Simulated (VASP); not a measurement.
Wanted: the native input for a VASP 6.6.1 run.

* Task: relaxation of cell and atoms
* Functional: PBE
* Potentials or basis: VASP PAW PBE potentials, release 64 (Ca_sv)
* Cutoff: 600 eV
* k mesh: 14 × 14 × 14
* Occupations: gaussian, width 0.1 eV
* Spin: no spin polarisation
* Dipole correction: no
* Further INCAR settings: ALGO = Normal; EDIFF = 1e-07; IBRION = 2; EDIFFG = -0.005; NSW = 100; ISIF = 3

The structure of Ca lies in POSCAR:

```
Ca
1.0
   -2.2052049036      2.2052049036      2.1961148100
    2.2052049036     -2.2052049036      2.1961148100
    2.2052049036      2.2052049036     -2.1961148100
Ca
1
Direct
    0.5000000000      0.5000000000      0.0000000000
```

This isn't the form of Ca at room conditions, which is fcc.

One way to write it, as run:

INCAR

```
SYSTEM = Ca
PREC     = Accurate       ! precision mode
ENCUT    = 600            ! plane-wave cutoff, eV
EDIFF    = 1E-7           ! SCF threshold, eV
ISMEAR   = 0              ! smearing method
SIGMA    = 0.1            ! smearing width, eV
LREAL    = .FALSE.        ! projectors in reciprocal space
LASPH    = .TRUE.         ! aspherical terms in the spheres
NELM     = 100            ! most SCF steps
ALGO     = Normal         ! electronic algorithm
ISIF     = 3              ! what is computed and relaxed
LWAVE    = .FALSE.        ! write WAVECAR
LCHARG   = .FALSE.        ! write CHGCAR
GGA      = PE             ! functional
IBRION   = 2              ! ionic algorithm
NSW      = 100            ! ionic steps
EDIFFG   = -0.005         ! ionic threshold
```

KPOINTS

```
Automatic mesh
0
G
  14 14 14
  0 0 0
```

Potentials or basis: VASP PAW PBE potentials, release 64 (Ca_sv).

Launch:

```console
$ cat potpaw_PBE.64/Ca_sv/POTCAR > POTCAR
$ mpirun -np 1 vasp_std > vasp.out
```

Results of the run:

- Relaxed volume: 42.22 Å³/atom
- Relaxed cell: a = 3.799 Å, b = 3.799 Å, c = 3.799 Å, α = 109.35°, β = 109.35°, γ = 109.71°
- Space group after relaxing (to 0.1 Å): Im-3m (No. 229)
- Energy gained by relaxing: 0.3 meV/atom
- Ionic steps: 3
- Pressure after relaxing: 0.0 GPa
- Band gap on the k mesh: zero (bands 5 and 6 overlap by 0.27 eV)

Run time: 3.9 min on 1 thread of Intel(R) Xeon(R) 6975P-C (Granite Rapids) (shared host), peak memory 0.26 GiB.
